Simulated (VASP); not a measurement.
A run of VASP 6.6.1 is set up as follows.

File INCAR:

```
PREC = Accurate
ENCUT = 520
EDIFF = 1E-6
ISMEAR = -1
SIGMA = 0.05
LREAL = F
LASPH = T
NELM = 80
ALGO = Normal
ISIF = 2
LWAVE = F
LCHARG = F
GGA = PE
NBANDS = 8
```

File KPOINTS:

```
Automatic mesh
0
Gamma
  12 12 12
```

The input POSCAR:

```
Sb
1.0
    0.0000000000      2.2819500000      2.3050000000
    2.2819500000      0.0000000000      2.3050000000
    2.2819500000      2.2819500000      0.0000000000
Sb
1
Direct
    0.0000000000      0.0000000000      0.0000000000
```

Potentials or basis: VASP PAW PBE potentials, release 64 (Sb).

Launch:

```bash
$ cat potpaw_PBE.64/Sb/POTCAR > POTCAR
$ mpirun -np 1 vasp_std > vasp.out
```

What does it give for the pressure?

10.6 GPa.

Stress tensor (GPa, compression positive):
```
10.60  0.00  0.00
 0.00 10.60  0.00
 0.00  0.00 10.52
```

Caveat: the cell differs from its parent crystal (equal xx and yy strain of -1 %).
